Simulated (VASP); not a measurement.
# WC in VASP: single point with PBE

Aim: the single point of WC with PBE.

All numbers are computed with VASP 6.6.1; they aren't measurements. Logs are shortened: lines on timing, memory, paths and dates and some standing lists are left out, and cuts for length are marked.

## (1) The cell of the first run

The cell holds a slab with vacuum, 24 atoms: a = 5.803 Å, b = 5.803 Å, c = 19.085 Å, α = 90.00°, β = 90.00°, γ = 120.00°.

## (2) Single point, PBE

INCAR

```
SYSTEM = WC
  ALGO = Normal
  EDIFF = 1E-6
  ENCUT = 520
  GGA = PE
  ISIF = 2
  ISMEAR = -1
  LASPH = .TRUE.
  LCHARG = .FALSE.
  LREAL = Auto
  LWAVE = .FALSE.
  NBANDS = 126
  NELM = 80
  PREC = Accurate
  SIGMA = 0.1
```

KPOINTS

```
k-points
0
G
  3 3 1
  0 0 0
```

POSCAR

```
WC
1.0
    5.8034000000      0.0000000000      0.0000000000
   -2.9017000000      5.0258920000      0.0000000000
    0.0000000000      0.0000000000     19.0850000000
W C
12 12
Direct
    0.0000000000      0.0000000000      0.0523971706
    0.0034914834      0.0040191870      0.2055279015
    0.0174163693     -0.0138283911      0.3636940005
    0.0000040393      0.4999908474      0.0523971706
   -0.0002752188      0.5064971551      0.1997537333
    0.0010188735      0.4986776477      0.3520303904
    0.5000000000      0.0000000000      0.0523971706
    0.5004028503      0.0051135201      0.2019491747
    0.4974471668     -0.0177878872      0.3567566151
    0.4999868081      0.4999908474      0.0523971706
    0.5039499132      0.5033335376      0.2017657846
    0.5008526680      0.4811484210      0.3555776788
    0.3333198761      0.1666569835      0.1266439612
    0.3777196544      0.1973182074      0.2802829447
    0.3364336967      0.1440739276      0.4220906471
    0.3333338639      0.6666677278      0.1266439612
    0.3435172827      0.6766957985      0.2717055279
    0.3579460075      0.6538938760      0.4086088551
    0.8333371074      0.1666569835      0.1266439612
    0.8339172703      0.1727454549      0.2795965418
    0.8706772120      0.1772023752      0.4189206183
    0.8333338639      0.6666677278      0.1266439612
    0.8496094248      0.6665483460      0.2693476552
    0.8301846310      0.6401052788      0.4114121037
```

Potentials or basis: VASP PAW PBE potentials, release 64 (W_sv, C).

On the command line:

```console
cat potpaw_PBE.64/W_sv/POTCAR potpaw_PBE.64/C/POTCAR > POTCAR
mpirun -np 1 vasp_std > vasp.out
```

OUTCAR:

```text
SYSTEM = WC
   EDIFF = 1E-6
   ENCUT = 520
   GGA = PE
   ISIF = 2
   ISMEAR = -1
   LASPH = .TRUE.
   LREAL = Auto
   NELM = 80
   PREC = Accurate

 ion  position               nearest neighbor table
   1  0.000  0.000  0.052-  13 2.19  19 2.19  22 2.19  10 2.90   4 2.90   7 2.90   7 2.90   4 2.90
                            10 2.90   2 2.92
   2  0.003  0.004  0.206-  23 2.09  20 2.21  13 2.24  19 2.25  22 2.27  14 2.36   5 2.88   8 2.88
                            11 2.90  11 2.90   1 2.92   8 2.92   5 2.93   3 3.02
   3  0.017  0.986  0.364-  15 1.95  24 1.97  21 2.00  23 2.41  14 2.42  20 2.46   6 2.79   9 2.80
                            12 2.84  12 2.97   9 3.01   2 3.02   6 3.03
   4  0.000  0.500  0.052-  16 2.19  19 2.19  22 2.19   5 2.81  10 2.90   1 2.90   7 2.90   7 2.90
                             1 2.90  10 2.90
   5  1.000  0.506  0.200-  23 2.05  22 2.15  16 2.18  19 2.21  17 2.21  20 2.27   4 2.81  11 2.87
                             2 2.88   8 2.90   8 2.90   6 2.91   2 2.93  11 2.94
   6  0.001  0.499  0.352-  24 1.94  21 2.07  18 2.10  20 2.14  23 2.25  17 2.31   3 2.79   9 2.85
                            12 2.85   5 2.91  12 2.95   9 2.96   3 3.03
   7  0.500  0.000  0.052-  16 2.19  13 2.19  19 2.19   8 2.85  10 2.90   4 2.90   1 2.90   1 2.90
                             4 2.90  10 2.90
   8  0.500  0.005  0.202-  17 2.12  14 2.19  13 2.19  19 2.21  16 2.23  20 2.24   7 2.85  11 2.88
                             2 2.88   5 2.90   5 2.90  11 2.92   2 2.92   9 2.96
   9  0.497  0.982  0.357-  18 1.93  15 2.05  21 2.22  17 2.23  14 2.24  20 2.25   3 2.80   6 2.85
[... 5 lines left out ...]
  12  0.501  0.481  0.356-  18 1.88  24 1.97  14 2.03  15 2.12  17 2.39  23 2.41   3 2.84   6 2.85
                             9 2.89   9 2.92  11 2.94   6 2.95   3 2.97
  13  0.333  0.167  0.127-   8 2.19   1 2.19  10 2.19   7 2.19  11 2.22   2 2.24
  14  0.378  0.197  0.280-  12 2.03  11 2.15   8 2.19   9 2.24   2 2.36   3 2.42
  15  0.336  0.144  0.422-   3 1.95   9 2.05  12 2.12
  16  0.333  0.667  0.127-   5 2.18  10 2.19   4 2.19   7 2.19  11 2.21   8 2.23
  17  0.344  0.677  0.272-   8 2.12  11 2.14   5 2.21   9 2.23   6 2.31  12 2.39
  18  0.358  0.654  0.409-  12 1.88   9 1.93   6 2.10
  19  0.833  0.167  0.127-   1 2.19   4 2.19   7 2.19   5 2.21   8 2.21   2 2.25
  20  0.834  0.173  0.280-   6 2.14   2 2.21   8 2.24   9 2.25   5 2.27   3 2.46
  21  0.871  0.177  0.419-   3 2.00   6 2.07   9 2.22
  22  0.833  0.667  0.127-   5 2.15  11 2.19   1 2.19   4 2.19  10 2.19   2 2.27
  23  0.850  0.667  0.269-   5 2.05   2 2.09  11 2.16   6 2.25  12 2.41   3 2.41
  24  0.830  0.640  0.411-   6 1.94   3 1.97  12 1.97

  LATTYP: Found a hexagonal cell.
 ALAT       =     5.8034000000
 C/A-ratio  =     3.2885894476

  Lattice vectors:

 A1 = (   5.8034000000,   0.0000000000,   0.0000000000)
 A2 = (  -2.9017000000,   5.0258920000,   0.0000000000)
 A3 = (   0.0000000000,   0.0000000000,  19.0850000000)

Analysis of symmetry for initial positions (statically):
=====================================================================
[... 162 lines left out ...]
   EFERMI =   0.00;   METHOD = LEGACY
   ISMEAR =    -1;   SIGMA  =   0.10  broadening in eV -4-tet -1-fermi 0-gaus
   EFERMI_NEDOS =   21; number of points for ismear=-14 and -15
   IALGO  =     38    algorithm
   IMIX   =      4    mixing-type and parameters
     AMIX     =   0.40;   BMIX     =  1.00
     AMIX_MAG =   1.60;   BMIX_MAG =  1.00
  volume/ion in A,a.u.               =      23.19       156.52
  Fermi-wavevector in a.u.,A,eV,Ry     =   1.194071  2.256467 19.399261  1.425805
  Thomas-Fermi vector in A             =   2.330070
   LORBIT       =      0    0 simple, 1 ext, 2 COOP (PROOUT), +10 PAW based schemes
   GGA     = PE    functional components
   LHFCALC =     F    Hartree Fock is set to
   AEXX    =    0.0000 exact exchange contribution
   IVDW    =     0    specifies the selected vdW correction
   LEPSILON=     F    determine dielectric tensor
   LRPA    =     F    only Hartree local field effects (RPA)
 non-spin polarized calculation
  energy-cutoff  :      520.00
  volume of cell :      556.66
 maximum number of plane-waves:     14997
 NGX is ok and might be reduce to    48
   NGX = 21   NGY = 21   NGZ = 71

 number of electron     215.9999995 magnetization

 Free energy of the ion-electron system (eV)
  ---------------------------------------------------
  ext. energy  EPLUGINS =         0.00000000
  ---------------------------------------------------
  free energy    TOTEN  =      -250.29371574 eV

  energy without entropy =     -250.16651511  energy(sigma->0) =     -250.23011543

 E-fermi :   2.0455     XC(G=0):  -7.2455

 val. band max:        2.0161552019   @ k =   0.0000   0.0000   0.0000
 cond. band min:       2.1071380033   @ k =   0.3333   0.0000   0.0000
 fundamental gap:      0.0909828014
 Fermi energy:         2.0455191142

 k-point     1 :       0.0000    0.0000    0.0000
  band No.  band energies     occupation
      1     -72.1449      2.00000
      2     -72.1011      2.00000
      3     -72.0451      2.00000
      4     -72.0339      2.00000
      5     -72.0019      2.00000
      6     -71.9917      2.00000
[... 604 lines left out ...]
    119       3.9083      0.00000
    120       3.9561      0.00000
 [bands above 120 left out]

------------------------ aborting loop because EDIFF is reached ----------------------------------------

  FORCE on cell =-STRESS in cart. coord.  units (eV):
  Direction    XX          YY          ZZ          XY          YZ          ZX
  --------------------------------------------------------------------------------------
  -------------------------------------------------------------------------------------
  Total       13.8020596     14.8189400     -6.7879821     -3.6685394      3.3365936     -6.4310800
  in kB       39.7252518     42.6520490    -19.5372507    -10.5588338      9.6034234    -18.5100109
  external PRESSURE =      20.9466834 kB  Pullay stress =       0.0000000 kB

 VOLUME and BASIS-vectors are now :
 -----------------------------------------------------------------------------
  energy-cutoff  :      520.00
  volume of cell :      556.66
      direct lattice vectors                 reciprocal lattice vectors
     5.803400000  0.000000000  0.000000000     0.172312782  0.099484828  0.000000000
    -2.901700000  5.025892000  0.000000000     0.000000000  0.198969656  0.000000000
     0.000000000  0.000000000 19.085000000     0.000000000  0.000000000  0.052397171

 POSITION                                       TOTAL-FORCE (eV/Angst)
 -----------------------------------------------------------------------------------
      0.00000      0.00000      1.00000        -0.030821      0.123938      1.263920
      0.00860      0.02020      3.92250         0.047797      0.713209     -0.934652
     -2.76050      4.95639      6.94110        -2.347190      1.452190     -1.687813
     -1.45080      2.51290      1.00000         0.039896      0.037652      0.598652
      4.33210      2.54560      3.81230         1.657832     -1.106364      0.542812
     -1.44110      2.50630      6.71850         2.351162     -1.687179      0.589964
[... 16 lines left out ...]
      2.99650      3.35000      5.14050        -1.133030      0.482717      1.784639
      2.96050      3.21710      7.85180        -0.174981      0.353821      1.531823
 -----------------------------------------------------------------------------------
    total drift:                                0.010879     -0.011180      0.042385

  FREE ENERGIE OF THE ION-ELECTRON SYSTEM (eV)
  ---------------------------------------------------
  free  energy   TOTEN  =      -250.2937157407 eV

  energy  without entropy=     -250.1665151145  energy(sigma->0) =     -250.23011543
```

OSZICAR:

```text
N       E                     dE             d eps       ncg     rms          rms(c)
DAV:   1     0.275232307785E+04    0.27523E+04   -0.12779E+05  1444   0.170E+03
DAV:   2    -0.890186073457E+02   -0.28413E+04   -0.27840E+04  1420   0.527E+02
DAV:   3    -0.280498818322E+03   -0.19148E+03   -0.18623E+03  1594   0.131E+02
[... 24 lines left out ...]
DAV:  28    -0.250293700271E+03   -0.31036E-04   -0.13595E-06   880   0.417E-03    0.221E-03
DAV:  29    -0.250293707009E+03   -0.67382E-05   -0.37979E-07   792   0.281E-03    0.122E-03
DAV:  30    -0.250293713184E+03   -0.61748E-05   -0.39255E-07   824   0.221E-03    0.584E-04
DAV:  31    -0.250293715413E+03   -0.22293E-05   -0.14158E-07   808   0.120E-03    0.419E-04
DAV:  32    -0.250293715741E+03   -0.32772E-06   -0.31247E-08   720   0.568E-04
   1 F= -.25029372E+03 E0= -.25023012E+03  d E =-.127201E+00
```

stdout:

```text
POSCAR found type information on POSCAR W C
 POSCAR found :  2 types and      24 ions
 scaLAPACK will be used
 LDA part: xc-table for (Slater+PW92), standard interpolation
 POSCAR, INCAR and KPOINTS ok, starting setup
 FFT: planning ... GRIDC
 FFT: planning ... GRID_SOFT
 FFT: planning ... GRID
 WAVECAR not read
 entering main loop
```

Run time: 25 min. Hardware: 1 thread of Intel Xeon Platinum 8259CL at 2.50GHz (Skylake/Cascade Lake), shared host; peak memory 0.77 GiB.

What came out:

```yaml
Free_energy: -250.2937 eV
Largest_force: 4.128 eV/Å
Band_gap_on_the_k_mesh: zero (bands 108 and 109 overlap by 0.95 eV)
```

Forces in eV/Å, atoms in the order of the input:
```
W   -0.031  0.124  1.264
W    0.048  0.713 -0.935
W   -2.347  1.452 -1.688
W    0.040  0.038  0.599
W    1.658 -1.106  0.543
W    2.351 -1.687  0.590
W    0.016  0.056  0.964
W    1.177  0.197  0.405
W    1.995  2.840  0.043
W   -0.047  0.043  0.877
W    0.072  0.162  0.027
W    1.379  0.632 -0.074
C   -0.186 -0.074 -0.588
C   -1.756 -3.136 -2.032
C    0.495  0.653 -0.764
C    0.016  0.185 -1.098
C   -0.535 -0.489  0.673
C   -2.283 -0.433  1.906
C    0.031 -0.231 -0.632
C    0.517 -0.630 -1.174
C   -1.120 -0.559 -1.381
C   -0.182  0.412 -0.842
C   -1.133  0.483  1.785
C   -0.175  0.354  1.532
```

Caveat: the k points lie up to 0.42 Å⁻¹ apart, too coarse for converged energies and pressures of a metal; the atoms stand as in a frame of molecular dynamics; there is no dipole correction, which matters where the two faces differ; spin-orbit coupling is left out, which moves the levels of the heavy elements.

The gap in the log of VASP goes by the Fermi energy; the results here count the filled bands.